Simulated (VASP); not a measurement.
Set up this calculation in VASP 6.6.1, as the native input.

| Item | Value |
| --- | --- |
| Task | single point |
| Functional | PBE |
| Potentials or basis | VASP PAW PBE potentials, release 64 (Hf_pv, N) |
| Cutoff | 520 eV |
| k mesh | 6 × 6 × 6 |
| Occupations | gaussian, width 0.1 eV |
| Spin | no spin polarisation |
| Dipole correction | no |
| Further INCAR settings | ALGO = Normal; EDIFF = 1e-07; NBANDS = 20 |

The structure of Hf2N lies in POSCAR:

```
Hf2N
1.0
   -1.4644639734      1.4644639734      5.2431649776
    1.4644639734     -1.4644639734      5.2431649776
    1.4644639734      1.4644639734     -5.2431649776
Hf N
2 1
Direct
    0.6322196660      0.6322196660      0.0000000000
    0.3677803340      0.3677803340      0.0000000000
    0.0000000000      0.0000000000      0.0000000000
```

The input as run:

INCAR

```
SYSTEM = Hf2N
ALGO = Normal
EDIFF = 1E-7
ENCUT = 520
GGA = PE
ISIF = 2
ISMEAR = 0
LASPH = .True.
LCHARG = .True.
LELF = .True.
LREAL = .False.
LVHAR = .True.
LWAVE = .False.
NBANDS = 20
NELM = 100
PREC = Accurate
SIGMA = 0.1
```

KPOINTS

```
k-points
0
Gamma
  6 6 6
  0 0 0
```

Potentials or basis: VASP PAW PBE potentials, release 64 (Hf_pv, N).

Launch:

```console
$ cat potpaw_PBE.64/Hf_pv/POTCAR potpaw_PBE.64/N/POTCAR > POTCAR
$ mpirun -np 1 vasp_std > vasp.out
```

It gave:

```yaml
Pressure: -1.1 GPa
Largest_force: 0.089 eV/Å
```

Caveat: the k points lie up to 0.51 Å⁻¹ apart.

Run time: 51 s on 1 thread of Intel(R) Xeon(R) Platinum 8488C (Sapphire Rapids), on a shared host, peak memory 0.25 GiB.
